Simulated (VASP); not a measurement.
# C in VASP: notebook

The runs below take C through single point, with PBE+D3(BJ).

All numbers are computed with VASP 6.6.1; they aren't measurements. Logs are shortened: lines on timing, memory, paths and dates and some standing lists are left out, and cuts for length are marked.

### 1 The cell of the first run

The cell holds a slab with vacuum, 4 atoms: a = 2.466 Å, b = 2.466 Å, c = 17.500 Å, α = 90.00°, β = 90.00°, γ = 120.00°.

### 2 Single point, PBE+D3(BJ) (layers slid over each other)

Contents of INCAR:

```
ALGO     = Normal         # electronic algorithm
DIPOL    = 0.5 0.5 0.352
EDIFF    = 1E-7           # SCF threshold, eV
ENCUT    = 520            # plane-wave cutoff, eV
GGA      = PE             # functional
IDIPOL   = 3            
ISIF     = 2              # what is computed and relaxed
ISMEAR   = 0              # smearing method
IVDW     = 12             # dispersion correction
LASPH    = T              # aspherical terms in the spheres
LCHARG   = F              # write CHGCAR
LDIPOL   = T            
LREAL    = F              # projectors in reciprocal space
LWAVE    = F              # write WAVECAR
NBANDS   = 16             # bands
NELM     = 60             # most SCF steps
PREC     = Accurate       # precision mode
SIGMA    = 0.1            # smearing width, eV
```

Contents of KPOINTS:

```
k-points
0
Gamma
  15 15 1
```

Contents of POSCAR:

```
C
1.0
    2.4656524413      0.0000000000      0.0000000000
   -1.2328262206      2.1353176511      0.0000000000
    0.0000000000      0.0000000000     17.5000663888
C
4
Direct
    0.6666666667      0.3333333333      0.2571437785
    0.3333333333      0.6666666667      0.2571418816
    1.0000000000      1.0000000000      0.4462878149
    0.6666666667      1.3333333333      0.4462859181
```

Potentials or basis: VASP PAW PBE potentials, release 64 (C).

Command:

```sh
cat potpaw_PBE.64/C/POTCAR > POTCAR
mpirun -np 1 vasp_std > vasp.out
```

OUTCAR:

```text
EDIFF = 1E-7
   ENCUT = 520
   GGA = PE
   ISIF = 2
   ISMEAR = 0
   IVDW = 12
   LASPH = T
   LREAL = F
   NELM = 60
   PREC = Accurate
 IVDW          = 12

 ion  position               nearest neighbor table
   1  0.667  0.333  0.257-   2 1.42   2 1.42   2 1.42
   2  0.333  0.667  0.257-   1 1.42   1 1.42   1 1.42
   3  0.000  0.000  0.446-   4 1.42   4 1.42   4 1.42
   4  0.667  0.333  0.446-   3 1.42   3 1.42   3 1.42

  LATTYP: Found a hexagonal cell.
 ALAT       =     2.4656524413
 C/A-ratio  =     7.0975398218

  Lattice vectors:

 A1 = (   2.4656524413,   0.0000000000,   0.0000000000)
 A2 = (  -1.2328262206,   2.1353176511,   0.0000000000)
 A3 = (   0.0000000000,   0.0000000000,  17.5000663888)

Analysis of symmetry for initial positions (statically):
=====================================================================
 Subroutine PRICEL returns:
 Original cell was already a primitive cell.

 Routine SETGRP: Setting up the symmetry group for a
 hexagonal supercell.

 Subroutine GETGRP returns: Found 12 space group operations
 (whereof  6 operations were pure point group operations)
 out of a pool of 24 trial point group operations.

The static configuration has the point symmetry C_3v.
 The point group associated with its full space group is D_3d.

Analysis of symmetry for dynamics (positions and initial velocities):
=====================================================================
 Subroutine PRICEL returns:
 Original cell was already a primitive cell.

 Routine SETGRP: Setting up the symmetry group for a
 hexagonal supercell.

 Subroutine GETGRP returns: Found 12 space group operations
 (whereof  6 operations were pure point group operations)
 out of a pool of 24 trial point group operations.

The dynamic configuration has the point symmetry C_3v.
 The point group associated with its full space group is D_3d.

 Subroutine INISYM returns: Found 12 space group operations
 (whereof  6 operations are pure point group operations),
 and found     1 'primitive' translations

----------------------------------------------------------------------------------------

                                     Primitive cell

  volume of cell :      92.1370

  direct lattice vectors                    reciprocal lattice vectors
     2.465652441  0.000000000  0.000000000     0.405572166  0.234157199  0.000000000
    -1.232826221  2.135317651  0.000000000     0.000000000  0.468314398  0.000000000
     0.000000000  0.000000000 17.500066389     0.000000000  0.000000000  0.057142640

  length of vectors
     2.465652441  2.465652441 17.500066389     0.468314398  0.468314398  0.057142640

  position of ions in fractional coordinates (direct lattice)
     0.666666667  0.333333333  0.257143779
     0.333333333  0.666666667  0.257141882
     0.000000000  0.000000000  0.446287815
     0.666666667  0.333333333  0.446285918

  ion indices of the primitive-cell ions
   primitive index   ion index
                 1           1
                 2           2
                 3           3
                 4           4

----------------------------------------------------------------------------------------

 KPOINTS: k-points

Automatic generation of k-mesh.
 Grid dimensions read from file:
 generate k-points for:   15   15    1

 Generating k-lattice:

  Cartesian coordinates                     Fractional coordinates (reciprocal lattice)
     0.027038144  0.015610480  0.000000000     0.066666667  0.000000000  0.000000000
     0.000000000  0.031220960  0.000000000     0.000000000  0.066666667  0.000000000
     0.000000000  0.000000000  0.057142640     0.000000000  0.000000000  1.000000000

  Length of vectors
     0.031220960  0.031220960  0.057142640

  Shift w.r.t. Gamma in fractional coordinates (k-lattice)
     0.000000000  0.000000000  0.000000000

 Subroutine IBZKPT returns following result:
 ===========================================

 Found     27 irreducible k-points:

 Following reciprocal coordinates:
            Coordinates               Weight
  0.000000  0.000000  0.000000      1.000000
  0.066667 -0.000000  0.000000      6.000000
  0.133333  0.000000  0.000000      6.000000
  0.200000  0.000000  0.000000      6.000000
  0.266667  0.000000  0.000000      6.000000
  0.333333 -0.000000  0.000000      6.000000
[... 16 lines left out ...]
  0.333333  0.200000  0.000000     12.000000
  0.400000  0.200000  0.000000      6.000000
 [... further k-points ...]
   k-points           NKPTS =     27   k-points in BZ     NKDIM =     27   number of bands    NBANDS=     16
   number of dos      NEDOS =    301   number of ions     NIONS =      4
   total plane-waves  NPLWV =  45360
   dimension x,y,z NGX =    18 NGY =   18 NGZ =  140
   dimension x,y,z NGXF=    36 NGYF=   36 NGZF=  280
   ions per type =               4
   NGX,Y,Z   is equivalent  to a cutoff of  12.14, 12.14, 13.30 a.u.
   NGXF,Y,Z  is equivalent  to a cutoff of  24.27, 24.27, 26.60 a.u.
 SYSTEM =  unknown system
   PREC   = accura    normal or accurate (medium, high low for compatibility)
   ISTART =      0    job   : 0-new  1-cont  2-samecut
   ICHARG =      2    charge: 1-file 2-atom 10-const
   ISPIN  =      1    spin polarized calculation?
   LNONCOLLINEAR =      F non collinear calculations
   LSORBIT =      F    spin-orbit coupling
   LASPH  =      T    aspherical Exc in radial PAW
   ENCUT  =  520.0 eV  38.22 Ry    6.18 a.u.   4.58  4.58 32.54*2*pi/ulx,y,z
   NELM   =     60;   NELMIN=  2; NELMDL= -5     # of ELM steps
   EDIFF  = 0.1E-06   stopping-criterion for ELM
   LREAL  =      F    real-space projection
   EDIFFG = 0.1E-05   stopping-criterion for IOM
   NSW    =      0    number of steps for IOM
   IBRION =     -1    ionic relax: 0-MD 1-quasi-New 2-CG
   NFREE  =      0    steps in history (QN), initial steepest desc. (CG)
   ISIF   =      2    stress and relaxation
   ISYM   =      2    0-nonsym 1-usesym 2-fastsym
   POTIM  = 0.5000    time-step for ionic-motion
   TEBEG  =    0.0;   TEEND  =   0.0 temperature during run
   PSTRESS=    0.0 pullay stress
   NELECT =      16.0000    total number of electrons
   NUPDOWN=      -1.0000    fix difference up-down
   EMIN   =  10.00;   EMAX   =-10.00  energy-range for DOS
   EFERMI =   0.00;   METHOD = LEGACY
   ISMEAR =     0;   SIGMA  =   0.10  broadening in eV -4-tet -1-fermi 0-gaus
   EFERMI_NEDOS =   21; number of points for ismear=-14 and -15
   IALGO  =     38    algorithm
   IMIX   =      4    mixing-type and parameters
     AMIX     =   0.40;   BMIX     =  1.00
     AMIX_MAG =   1.60;   BMIX_MAG =  1.00
  volume/ion in A,a.u.               =      23.03       155.44
  Fermi-wavevector in a.u.,A,eV,Ry     =   0.913349  1.725980 11.350070  0.834207
  Thomas-Fermi vector in A             =   2.037850
   LORBIT       =      0    0 simple, 1 ext, 2 COOP (PROOUT), +10 PAW based schemes
   GGA     = PE    functional components
   LHFCALC =     F    Hartree Fock is set to
   AEXX    =    0.0000 exact exchange contribution
   IVDW    =    12    specifies the selected vdW correction
   LEPSILON=     F    determine dielectric tensor
   LRPA    =     F    only Hartree local field effects (RPA)
 non-spin polarized calculation
 Gauss-broadening in eV      SIGMA  =   0.10
  energy-cutoff  :      520.00
  volume of cell :       92.14
 maximum number of plane-waves:      2516
   NGX =  9   NGY =  9   NGZ = 65

 dipolmoment           0.000000      0.000000      0.000224 electrons x Angstroem

 number of electron      15.9999998 magnetization

 dipolmoment           0.000000      0.000000     -0.000001 electrons x Angstroem

 Free energy of the ion-electron system (eV)
  ---------------------------------------------------
  ext. energy  EPLUGINS =         0.00000000
  ---------------------------------------------------
  free energy    TOTEN  =       -36.86715658 eV

  energy without entropy =      -36.86615357  energy(sigma->0) =      -36.86665507

 E-fermi :  -0.8453     XC(G=0):  -4.4237

 val. band max:       -0.8453161715   @ k =   0.3333   0.3333   0.0000
 cond. band min:      -0.8453123371   @ k =   0.3333   0.3333   0.0000
 fundamental gap:      0.0000038344
 Fermi energy:        -0.8453142333

 k-point     1 :       0.0000    0.0000    0.0000
  band No.  band energies     occupation
      1     -20.4368      2.00000
      2     -20.2697      2.00000
      3      -8.9562      2.00000
      4      -7.9152      2.00000
      5      -3.8733      2.00000
      6      -3.8733      2.00000
[... 8 lines left out ...]
     15       7.4697      0.00000
     16       7.4992      0.00000

 k-point     2 :       0.0667   -0.0000    0.0000
  band No.  band energies     occupation
      1     -20.3312      2.00000
      2     -20.1651      2.00000
      3      -8.8290      2.00000
      4      -7.7921      2.00000
      5      -4.3007      2.00000
      6      -4.2842      2.00000
[... 8 lines left out ...]
     15       7.5600      0.00000
     16       7.9206      0.00000

 k-point     3 :       0.1333    0.0000    0.0000
  band No.  band energies     occupation
      1     -20.0151      2.00000
      2     -19.8521      2.00000
      3      -8.4491      2.00000
      4      -7.4253      2.00000
      5      -5.4349      2.00000
      6      -5.4058      2.00000
[... 8 lines left out ...]
     15       7.6080      0.00000
     16       8.9637      0.00000

 k-point     4 :       0.2000    0.0000    0.0000
  band No.  band energies     occupation
      1     -19.4907      2.00000
      2     -19.3330      2.00000
      3      -7.8228      2.00000
      4      -6.9894      2.00000
      5      -6.9456      2.00000
      6      -6.8220      2.00000
[... 8 lines left out ...]
     15       7.4857      0.00000
     16       7.6700      0.00000

 k-point     5 :       0.2667    0.0000    0.0000
  band No.  band energies     occupation
      1     -18.7625      2.00000
      2     -18.6120      2.00000
      3      -8.7284      2.00000
      4      -8.6684      2.00000
      5      -6.9633      2.00000
      6      -6.0557      2.00000
[... 8 lines left out ...]
     15       7.2036      0.00000
     16       7.9962      0.00000

 k-point     6 :       0.3333   -0.0000    0.0000
  band No.  band energies     occupation
      1     -17.8379      2.00000
      2     -17.6967      2.00000
      3     -10.4996      2.00000
      4     -10.4244      2.00000
      5      -6.6264      2.00000
      6      -6.5965      2.00000
[... 8 lines left out ...]
     15       7.5664      0.00000
     16       9.2524      0.00000
[... 267 lines left out ...]
 k-point    21 :       0.2000    0.2000    0.0000
  band No.  band energies     occupation
      1     -17.6363      2.00000
      2     -17.4970      2.00000
      3      -9.7890      2.00000
      4      -9.7531      2.00000
      5      -8.3067      2.00000
      6      -8.2801      2.00000
[... 8 lines left out ...]
     15       9.4441      0.00000
     16       9.9535      0.00000

 k-point    22 :       0.2667    0.2000    0.0000
  band No.  band energies     occupation
      1     -16.6358      2.00000
      2     -16.5069      2.00000
      3     -11.0823      2.00000
      4     -11.0230      2.00000
      5      -9.1338      2.00000
      6      -9.0905      2.00000
[... 8 lines left out ...]
     15      10.1099      0.00000
     16      10.5060      0.00000

 k-point    23 :       0.3333    0.2000    0.0000
  band No.  band energies     occupation
      1     -15.4853      2.00000
      2     -15.3707      2.00000
      3     -12.5156      2.00000
      4     -12.4357      2.00000
      5      -9.5663      2.00000
      6      -9.5112      2.00000
[... 8 lines left out ...]
     15      10.6065      0.00000
     16      11.1209      0.00000

 k-point    24 :       0.4000    0.2000    0.0000
  band No.  band energies     occupation
      1     -14.5328      2.00000
      2     -14.4733      2.00000
      3     -13.5287      2.00000
      4     -13.4908      2.00000
      5      -9.7005      2.00000
      6      -9.6425      2.00000
[... 8 lines left out ...]
     15      11.1074      0.00000
     16      11.2379      0.00000

 [... further k-points ...]

------------------------ aborting loop because EDIFF is reached ----------------------------------------

 vacuum level on the upper side and lower side of the slab       (xc-potential included)        -0.133        -0.135

 Edisp (eV)   -0.48402

 E8    (eV) :    -0.1449

  FORCE on cell =-STRESS in cart. coord.  units (eV):
  Direction    XX          YY          ZZ          XY          YZ          ZX
  --------------------------------------------------------------------------------------
  -------------------------------------------------------------------------------------
  Total       0.11261     0.11261     0.07816     0.00000    -0.00000     0.00000
  in kB       1.95815     1.95815     1.35922     0.00000    -0.00000     0.00000
  external pressure =        1.76 kB  Pullay stress =        0.00 kB

 VOLUME and BASIS-vectors are now :
 -----------------------------------------------------------------------------
  energy-cutoff  :      520.00
  volume of cell :       92.14
      direct lattice vectors                 reciprocal lattice vectors
     2.465652441  0.000000000  0.000000000     0.405572166  0.234157199  0.000000000
    -1.232826221  2.135317651  0.000000000     0.000000000  0.468314398  0.000000000
     0.000000000  0.000000000 17.500066389     0.000000000  0.000000000  0.057142640

 POSITION                                       TOTAL-FORCE (eV/Angst)
 -----------------------------------------------------------------------------------
      1.23283      0.71177      4.50003         0.000000     -0.000000     -0.004581
     -0.00000      1.42355      4.50000        -0.000000      0.000000     -0.026746
      0.00000      0.00000      7.81007         0.000000      0.000000      0.026746
      1.23283      0.71177      7.81003        -0.000000      0.000000      0.004581
 -----------------------------------------------------------------------------------
    total drift:                               -0.000000      0.000000     -0.000022

  FREE ENERGIE OF THE ION-ELECTRON SYSTEM (eV)
  ---------------------------------------------------
  free  energy   TOTEN  =       -37.3511725946 eV

  energy  without entropy=      -37.3501695886  energy(sigma->0) =      -37.35067109

 vacuum level on the upper side and lower side of the slab         3.364         3.363
```

It took 23 s on 1 thread of AMD EPYC 9R45 (Zen 5), shared host; peak memory 0.18 GiB.

What came out:

```
Free energy                : -37.3512 eV
Largest force              : 0.027 eV/Å
Band gap on the k mesh     : zero (filled and empty bands touch)
Dispersion energy per atom : -0.121 eV
```

Forces on the atoms (eV/Å):
```
C    0.000  0.000 -0.005
C    0.000  0.000 -0.027
C    0.000  0.000  0.027
C    0.000  0.000  0.005
```

Caveat: the cell differs from its parent crystal (layers slid over each other).

### 3 Single point, PBE+D3(BJ)

Contents of INCAR:

```
SYSTEM = C
PREC = Accurate
ENCUT = 520
EDIFF = 1E-7
ISMEAR = 0
SIGMA = 0.1
LREAL = .FALSE.
LASPH = .TRUE.
NELM = 80
ALGO = Normal
ISIF = 2
LWAVE = .FALSE.
LCHARG = .FALSE.
LDIPOL = .TRUE.
IDIPOL = 3
DIPOL = 0.5 0.5 0.352
GGA = PE
IVDW = 12
NBANDS = 16
```

Contents of KPOINTS:

```
regular mesh
0
G
  15 15 1
  0 0 0
```

POSCAR is that of step 2.

Potentials or basis: VASP PAW PBE potentials, release 64 (C).

Command:

```sh
cat potpaw_PBE.64/C/POTCAR > POTCAR
mpirun -np 1 vasp_std > vasp.out
```

It took 22 s on 1 thread of AMD EPYC 9R45 (Zen 5), shared host; peak memory 0.18 GiB.

Results (log left out):

```
Free energy                : -37.3512 eV
Largest force              : 0.027 eV/Å
Band gap on the k mesh     : zero (filled and empty bands touch)
Dispersion energy per atom : -0.121 eV
```

Forces in eV/Å, atoms in the order of the input:
```
C    0.000  0.000 -0.005
C    0.000  0.000 -0.027
C    0.000  0.000  0.027
C    0.000  0.000  0.005
```

Levels at points of the mesh, in eV from the Fermi level:
```csv
k point,band 4,band 5,band 6,band 7,band 8,band 9,band 10,band 11,band 12,band 13
"(0.00, 0.00, 0.00)",-7.07,-3.03,-3.03,-3.02,-3.02,3.44,3.88,4.80,6.54,6.79
```
